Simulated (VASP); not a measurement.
# Au in VASP: further runs

Runs on Au. Level: LDA. Tasks: single point.

All numbers are computed with VASP 6.6.1; they aren't measurements. Logs are shortened: lines on timing, memory, paths and dates and some standing lists are left out, and cuts for length are marked.

### Step 1. The cell of the first run

The cell holds a slab with vacuum, 16 atoms: a = 8.160 Å, b = 5.770 Å, c = 15.327 Å, α = 90.00°, β = 90.00°, γ = 90.00°.

### Step 2. Single point, LDA

The input, INCAR:

```
PREC = Accurate ; ENCUT = 520
EDIFF = 1E-6 ; ISMEAR = -1
SIGMA = 0.1 ; LREAL = Auto
LASPH = True ; NELM = 60
ALGO = Normal ; ISIF = 2
LWAVE = False ; LCHARG = False
NBANDS = 102
```

The input, KPOINTS:

```
regular mesh
0
Gamma
  2 3 1
```

The input, POSCAR:

```
Au
1.0
    8.1600000000      0.0000000000      0.0000000000
    0.0000000000      5.7699910000      0.0000000000
    0.0000000000      0.0000000000     15.3274940000
Au
16
Direct
    0.2500000000      0.2500003899      0.0652422373
    0.7500000000      0.2500003899      0.0652422373
    0.2500000000      0.7500011698      0.0652422373
    0.7500000000      0.7500011698      0.0652422373
   -0.0003186275     -0.0055979290      0.1393965641
    0.5045465686      0.0082495796      0.1407927480
   -0.0039093137      0.4979557160      0.1360300647
    0.4915441176      0.4869504996      0.1324286932
    0.2732475490      0.2012134854      0.2554951253
    0.7817647059      0.1841770637      0.2653988969
    0.2821200980      0.6713008738      0.2441234033
    0.7882475490      0.6564828264      0.2757332673
    0.0443995098     -0.0722878077      0.3199414073
    0.5066911765     -0.0917852385      0.3173773873
    0.0227941176      0.4444374350      0.3350254125
    0.5199142157      0.4325483350      0.3329180882
```

Potentials or basis: VASP PAW LDA potentials, release 64 (Au).

Started as:

```sh
cat potpaw_LDA.64/Au/POTCAR > POTCAR
mpirun -np 1 vasp_std > vasp.out
```

OUTCAR:

```text
PREC = Accurate
   ENCUT = 520
   EDIFF = 1E-6
   ISMEAR = -1
   LREAL = Auto
   LASPH = True
   NELM = 60
   ISIF = 2

 ion  position               nearest neighbor table
   1  0.250  0.250  0.065-   8 2.61   7 2.74   6 2.76   5 2.76   3 2.88   3 2.89   9 2.94
   2  0.750  0.250  0.065-   7 2.69   6 2.70   8 2.72   5 2.76   4 2.88   4 2.89  10 3.10
   3  0.250  0.750  0.065-   8 2.69   5 2.73   7 2.75  11 2.79   6 2.81   1 2.88   1 2.89
   4  0.750  0.750  0.065-   7 2.71   5 2.73   6 2.75   8 2.80   2 2.88   2 2.89  12 3.29
   5  1.000  0.994  0.139-   4 2.73   3 2.73   2 2.76   1 2.76  13 2.82  10 2.84   7 2.87   7 2.91
                             9 3.09  12 3.34  11 3.37
   6  0.505  0.008  0.141-   2 2.70   4 2.75   1 2.76   8 2.77  14 2.77   3 2.81   9 2.81   8 3.01
                            11 3.10  10 3.13
   7  0.996  0.498  0.136-   2 2.69   4 2.71   1 2.74   3 2.75   5 2.87  12 2.88   5 2.91  11 3.03
                            15 3.07  10 3.20   9 3.38
   8  0.492  0.487  0.132-   1 2.61  11 2.64   3 2.69   2 2.72   6 2.77   4 2.80   6 3.01   9 3.07
                            16 3.10  12 3.41  10 3.58
   9  0.273  0.201  0.255-  13 2.64  16 2.69  14 2.72  11 2.72  15 2.76   6 2.81   1 2.94  11 3.06
                             8 3.07   5 3.09   7 3.38
  10  0.782  0.184  0.265-  15 2.69  12 2.73  13 2.74  16 2.77   5 2.84  14 2.87  12 3.05   2 3.10
                             6 3.13   7 3.20   8 3.58
  11  0.282  0.671  0.244-  14 2.55   8 2.64  13 2.70   9 2.72  16 2.74   3 2.79  15 2.85   7 3.03
                             9 3.06   6 3.10   5 3.37
  12  0.788  0.656  0.276-  15 2.45  16 2.69  13 2.70  10 2.73  14 2.79   7 2.88  10 3.05   4 3.29
                             5 3.34   8 3.41
  13  0.044  0.928  0.320-   9 2.64  12 2.70  11 2.70  10 2.74  15 2.80   5 2.82  15 3.00
  14  0.507  0.908  0.317-  11 2.55   9 2.72  16 2.76   6 2.77  12 2.79  10 2.87  16 3.04
  15  0.023  0.444  0.335-  12 2.45  10 2.69   9 2.76  13 2.80  11 2.85  13 3.00   7 3.07
  16  0.520  0.433  0.333-  12 2.69   9 2.69  11 2.74  14 2.76  10 2.77  14 3.04   8 3.10

  LATTYP: Found a simple orthorhombic cell.
 ALAT       =     5.7699910000
 B/A-ratio  =     1.4142136444
 C/A-ratio  =     2.6564155819

  Lattice vectors:

 A1 = (   0.0000000000,  -5.7699910000,   0.0000000000)
 A2 = (   8.1600000000,   0.0000000000,   0.0000000000)
 A3 = (   0.0000000000,   0.0000000000,  15.3274940000)

Analysis of symmetry for initial positions (statically):
=====================================================================
 Subroutine PRICEL returns:
 Original cell was already a primitive cell.

 Routine SETGRP: Setting up the symmetry group for a
 simple orthorhombic supercell.

 Subroutine GETGRP returns: Found  1 space group operations
 (whereof  1 operations were pure point group operations)
 out of a pool of  8 trial point group operations.

The static configuration has the point symmetry C_1 .

Analysis of symmetry for dynamics (positions and initial velocities):
=====================================================================
 Subroutine PRICEL returns:
 Original cell was already a primitive cell.

 Routine SETGRP: Setting up the symmetry group for a
 simple orthorhombic supercell.

 Subroutine GETGRP returns: Found  1 space group operations
 (whereof  1 operations were pure point group operations)
 out of a pool of  8 trial point group operations.

The dynamic configuration has the point symmetry C_1 .

 Subroutine INISYM returns: Found  1 space group operations
 (whereof  1 operations are pure point group operations),
 and found     1 'primitive' translations

----------------------------------------------------------------------------------------

                                     Primitive cell

  volume of cell :     721.6663

  direct lattice vectors                    reciprocal lattice vectors
     8.160000000  0.000000000  0.000000000     0.122549020  0.000000000  0.000000000
     0.000000000  5.769991000  0.000000000     0.000000000  0.173310496  0.000000000
     0.000000000  0.000000000 15.327494000     0.000000000  0.000000000  0.065242237

  length of vectors
     8.160000000  5.769991000 15.327494000     0.122549020  0.173310496  0.065242237

  position of ions in fractional coordinates (direct lattice)
     0.250000000  0.250000390  0.065242237
     0.750000000  0.250000390  0.065242237
     0.250000000  0.750001170  0.065242237
     0.750000000  0.750001170  0.065242237
     0.999681372  0.994402071  0.139396564
     0.504546569  0.008249580  0.140792748
[... 8 lines left out ...]
     0.022794118  0.444437435  0.335025413
     0.519914216  0.432548335  0.332918088

  ion indices of the primitive-cell ions
   primitive index   ion index
                 1           1
                 2           2
                 3           3
                 4           4
                 5           5
                 6           6
[... 8 lines left out ...]
                15          15
                16          16

----------------------------------------------------------------------------------------

 KPOINTS: regular mesh

Automatic generation of k-mesh.
 Grid dimensions read from file:
 generate k-points for:    2    3    1

 Generating k-lattice:

  Cartesian coordinates                     Fractional coordinates (reciprocal lattice)
     0.061274510  0.000000000  0.000000000     0.500000000  0.000000000  0.000000000
     0.000000000  0.057770165  0.000000000     0.000000000  0.333333333  0.000000000
     0.000000000  0.000000000  0.065242237     0.000000000  0.000000000  1.000000000

  Length of vectors
     0.061274510  0.057770165  0.065242237

  Shift w.r.t. Gamma in fractional coordinates (k-lattice)
     0.000000000  0.000000000  0.000000000

 Subroutine IBZKPT returns following result:
 ===========================================

 Found      4 irreducible k-points:

 Following reciprocal coordinates:
            Coordinates               Weight
  0.000000  0.000000  0.000000      1.000000
  0.500000  0.000000  0.000000      1.000000
  0.000000  0.333333  0.000000      2.000000
  0.500000  0.333333  0.000000      2.000000
   k-points           NKPTS =      4   k-points in BZ     NKDIM =      4   number of bands    NBANDS=    102
   number of dos      NEDOS =    301   number of ions     NIONS =     16
   total plane-waves  NPLWV = 368640
   dimension x,y,z NGX =    64 NGY =   48 NGZ =  120
   dimension x,y,z NGXF=   128 NGYF=   96 NGZF=  240
   ions per type =              16
   NGX,Y,Z   is equivalent  to a cutoff of  13.04, 13.83, 13.02 a.u.
   NGXF,Y,Z  is equivalent  to a cutoff of  26.08, 27.66, 26.03 a.u.
 SYSTEM =  unknown system
   PREC   = accura    normal or accurate (medium, high low for compatibility)
   ISTART =      0    job   : 0-new  1-cont  2-samecut
   ICHARG =      2    charge: 1-file 2-atom 10-const
   ISPIN  =      1    spin polarized calculation?
   LNONCOLLINEAR =      F non collinear calculations
   LSORBIT =      F    spin-orbit coupling
   LASPH  =      T    aspherical Exc in radial PAW
   ENCUT  =  520.0 eV  38.22 Ry    6.18 a.u.  15.17 10.73 28.50*2*pi/ulx,y,z
   NELM   =     60;   NELMIN=  2; NELMDL= -5     # of ELM steps
   EDIFF  = 0.1E-05   stopping-criterion for ELM
   LREAL  =      T    real-space projection
   EDIFFG = 0.1E-04   stopping-criterion for IOM
   NSW    =      0    number of steps for IOM
   IBRION =     -1    ionic relax: 0-MD 1-quasi-New 2-CG
   NFREE  =      0    steps in history (QN), initial steepest desc. (CG)
   ISIF   =      2    stress and relaxation
   ISYM   =      2    0-nonsym 1-usesym 2-fastsym
   POTIM  = 0.5000    time-step for ionic-motion
   TEBEG  =    0.0;   TEEND  =   0.0 temperature during run
   PSTRESS=    0.0 pullay stress
   NELECT =     176.0000    total number of electrons
   NUPDOWN=      -1.0000    fix difference up-down
   EMIN   =  10.00;   EMAX   =-10.00  energy-range for DOS
   EFERMI =   0.00;   METHOD = LEGACY
   ISMEAR =    -1;   SIGMA  =   0.10  broadening in eV -4-tet -1-fermi 0-gaus
   EFERMI_NEDOS =   21; number of points for ismear=-14 and -15
   IALGO  =     38    algorithm
   IMIX   =      4    mixing-type and parameters
     AMIX     =   0.40;   BMIX     =  1.00
     AMIX_MAG =   1.60;   BMIX_MAG =  1.00
  volume/ion in A,a.u.               =      45.10       304.38
  Fermi-wavevector in a.u.,A,eV,Ry     =   1.022822  1.932854 14.233948  1.046166
  Thomas-Fermi vector in A             =   2.156523
   LORBIT       =      0    0 simple, 1 ext, 2 COOP (PROOUT), +10 PAW based schemes
   GGA     = CA    functional components
   LHFCALC =     F    Hartree Fock is set to
   AEXX    =    0.0000 exact exchange contribution
   IVDW    =     0    specifies the selected vdW correction
   LEPSILON=     F    determine dielectric tensor
   LRPA    =     F    only Hartree local field effects (RPA)
 non-spin polarized calculation
  energy-cutoff  :      520.00
  volume of cell :      721.67
 maximum number of plane-waves:     19462
 NGX is ok and might be reduce to    64
   NGX = 31   NGY = 21   NGZ = 57

 number of electron     176.0000007 magnetization

 Free energy of the ion-electron system (eV)
  ---------------------------------------------------
  ext. energy  EPLUGINS =         0.00000000
  ---------------------------------------------------
  free energy    TOTEN  =       -61.97624869 eV

  energy without entropy =      -61.78198763  energy(sigma->0) =      -61.87911816

 E-fermi :   0.0893     XC(G=0):  -6.0357

 val. band max:        0.0760354829   @ k =   0.0000   0.3333   0.0000
 cond. band min:       0.2055809585   @ k =   0.5000   0.0000   0.0000
 fundamental gap:      0.1295454755
 Fermi energy:         0.0892709641

 k-point     1 :       0.0000    0.0000    0.0000
  band No.  band energies     occupation
      1      -8.6377      2.00000
      2      -7.0778      2.00000
      3      -6.9650      2.00000
      4      -6.7478      2.00000
      5      -6.5344      2.00000
      6      -6.4735      2.00000
[... 92 lines left out ...]
     99       3.4787      0.00000
    100       3.8513      0.00000

 k-point     2 :       0.5000    0.0000    0.0000
  band No.  band energies     occupation
      1      -8.1835      2.00000
      2      -7.8138      2.00000
      3      -6.9380      2.00000
      4      -6.8566      2.00000
      5      -6.4537      2.00000
      6      -6.3958      2.00000
[... 92 lines left out ...]
     99       3.5401      0.00000
    100       3.5670      0.00000

 k-point     3 :       0.0000    0.3333    0.0000
  band No.  band energies     occupation
      1      -8.0159      2.00000
      2      -6.7378      2.00000
      3      -6.6247      2.00000
      4      -6.4354      2.00000
      5      -6.2959      2.00000
      6      -6.1783      2.00000
[... 92 lines left out ...]
     99       4.5887      0.00000
    100       4.9484      0.00000

 k-point     4 :       0.5000    0.3333    0.0000
  band No.  band energies     occupation
      1      -7.6156      2.00000
      2      -7.2554      2.00000
      3      -6.6777      2.00000
      4      -6.5084      2.00000
      5      -6.3338      2.00000
      6      -6.2966      2.00000
[... 92 lines left out ...]
     99       4.1800      0.00000
    100       4.2752      0.00000
 [bands above 100 left out]

------------------------ aborting loop because EDIFF is reached ----------------------------------------

  FORCE on cell =-STRESS in cart. coord.  units (eV):
  Direction    XX          YY          ZZ          XY          YZ          ZX
  --------------------------------------------------------------------------------------
  -------------------------------------------------------------------------------------
  Total        8.7235905    -17.1793744     -0.6708939     -0.8632124     -0.3526047      3.7023628
  in kB       19.3673145    -38.1400692     -1.4894569     -1.9164249     -0.7828205      8.2196459
  external PRESSURE =      -6.7540705 kB  Pullay stress =       0.0000000 kB

 VOLUME and BASIS-vectors are now :
 -----------------------------------------------------------------------------
  energy-cutoff  :      520.00
  volume of cell :      721.67
      direct lattice vectors                 reciprocal lattice vectors
     8.160000000  0.000000000  0.000000000     0.122549020  0.000000000  0.000000000
     0.000000000  5.769991000  0.000000000     0.000000000  0.173310496  0.000000000
     0.000000000  0.000000000 15.327494000     0.000000000  0.000000000  0.065242237

 POSITION                                       TOTAL-FORCE (eV/Angst)
 -----------------------------------------------------------------------------------
      2.04000      1.44250      1.00000        -0.689260     -0.507278     -0.072770
      6.12000      1.44250      1.00000         0.018646     -0.033830      0.237666
      2.04000      4.32750      1.00000        -0.152747      0.404991     -0.080123
      6.12000      4.32750      1.00000        -0.395762     -0.035866      0.444018
      8.15740      5.73769      2.13660         0.058292      0.206796     -0.095401
      4.11710      0.04760      2.15800         0.132247     -0.466429     -0.276005
[... 8 lines left out ...]
      0.18600      2.56440      5.13510         2.265986     -1.217010      0.388228
      4.24250      2.49580      5.10280         0.325009     -0.435339     -0.311620
 -----------------------------------------------------------------------------------
    total drift:                               -0.005166      0.001669     -0.003261

  FREE ENERGIE OF THE ION-ELECTRON SYSTEM (eV)
  ---------------------------------------------------
  free  energy   TOTEN  =       -61.9762486883 eV

  energy  without entropy=      -61.7819876283  energy(sigma->0) =      -61.87911816
```

Wall time 8.4 min (1 thread of Intel Xeon Platinum 8488C (Sapphire Rapids), shared host); peak memory 0.62 GiB.

Results:

| Item | Value |
| --- | --- |
| Free energy | -61.9762 eV |
| Largest force | 2.970 eV/Å |
| Band gap on the k mesh | zero (bands 88 and 89 overlap by 0.37 eV) |

Forces on the atoms (eV/Å):
```
Au  -0.689 -0.507 -0.073
Au   0.019 -0.034  0.238
Au  -0.153  0.405 -0.080
Au  -0.396 -0.036  0.444
Au   0.058  0.207 -0.095
Au   0.132 -0.466 -0.276
Au   0.308 -0.044  0.190
Au   1.486  0.389 -0.112
Au  -0.174 -0.104 -0.143
Au  -0.698 -0.778 -0.065
Au  -1.576 -0.101  0.020
Au  -2.191  1.789 -0.905
Au  -0.159  0.084  0.259
Au   1.442  0.850  0.523
Au   2.266 -1.217  0.388
Au   0.325 -0.435 -0.312
```

Levels at points of the mesh, in eV from the Fermi level:
```csv
k point,band 85,band 86,band 87,band 88,band 89,band 90
"(0.00, 0.00, 0.00)",-1.24,-1.14,-0.56,0.19,0.31,0.90
"(0.50, 0.00, 0.00)",-0.26,-0.12,0.12,0.26,0.38,0.43
```

Caveat: the k points lie up to 0.38 Å⁻¹ apart; the atoms stand as in a frame of molecular dynamics; spin-orbit coupling is left out, which moves the levels of the heavy elements.

### Step 3. Single point, LDA

The input, INCAR:

```
SYSTEM = Au
  PREC = Accurate
  ENCUT = 520
  EDIFF = 1E-6
  ISMEAR = -1
  SIGMA = 0.1
  LREAL = Auto
  LASPH = .TRUE.
  NELM = 80
  ALGO = Normal
  ISIF = 2
  LWAVE = .FALSE.
  LCHARG = .FALSE.
  GGA = CA
  NBANDS = 102
```

The input, KPOINTS:

```
regular mesh
0
G
  2 3 1
  0 0 0
```

The input, POSCAR:

```
Au
1.0
    8.1600000000      0.0000000000      0.0000000000
    0.0000000000      5.7699910000      0.0000000000
    0.0000000000      0.0000000000     15.3274940000
Au
16
Direct
    0.2500000000      0.2500003899      0.0652422373
    0.7500000000      0.2500003899      0.0652422373
    0.2500000000      0.7500011698      0.0652422373
    0.7500000000      0.7500011698      0.0652422373
   -0.0064215686     -0.0035182031      0.1451509294
    0.4970343137      0.0171057459      0.1262959229
    0.0132475490      0.4998794626      0.1475648922
    0.4971813725      0.4703473541      0.1333355603
    0.2693627451      0.1361353943      0.2574132471
    0.7794852941      0.1681458429      0.2796412773
    0.2810906863      0.6670720977      0.2548818483
    0.7867524510      0.6775400516      0.2670169044
    0.0358210784     -0.0884923391      0.3407602052
    0.5378676471     -0.0807106978      0.3242604434
    0.0581495098      0.4116470892      0.3321090845
    0.5268504902      0.4164824521      0.3260741776
```

Potentials or basis: VASP PAW LDA potentials, release 64 (Au).

Started as:

```sh
cat potpaw_LDA.64/Au/POTCAR > POTCAR
mpirun -np 1 vasp_std > vasp.out
```

It took 8.1 min on 1 thread of Intel Xeon Platinum 8488C (Sapphire Rapids), shared host; peak memory 0.62 GiB.

The run converged. Its results:

```
Free energy            : -62.0022 eV
Largest force          : 1.959 eV/Å
Band gap on the k mesh : zero (bands 88 and 89 overlap by 0.50 eV)
```

Forces on the atoms (eV/Å):
```
Au  -1.484 -0.055 -0.221
Au   1.035  0.219  0.210
Au  -0.104  0.019  0.338
Au  -0.034 -0.300  0.698
Au   0.230  0.120  0.026
Au   0.546 -1.762  0.479
Au  -0.650 -0.133 -0.173
Au   0.516  1.842  0.422
Au   0.792  0.491 -0.545
Au   1.509  0.752 -0.512
Au   0.280  0.009 -0.293
Au   0.368 -0.744 -0.314
Au  -0.124 -0.231 -0.112
Au  -1.329 -0.552  0.115
Au  -1.106  0.109  0.237
Au  -0.446  0.217 -0.354
```

Levels at points of the mesh, in eV from the Fermi level:
| k point | band 85 | band 86 | band 87 | band 88 | band 89 | band 90 |
| --- | --- | --- | --- | --- | --- | --- |
| (0.00, 0.00, 0.00) | -1.22 | -1.14 | -0.59 | 0.23 | 0.41 | 0.98 |
| (0.50, 0.00, 0.00) | -0.27 | -0.09 | 0.14 | 0.32 | 0.41 | 0.55 |

Caveat: the k points lie up to 0.38 Å⁻¹ apart; the atoms stand as in a frame of molecular dynamics; spin-orbit coupling is left out, which moves the levels of the heavy elements.
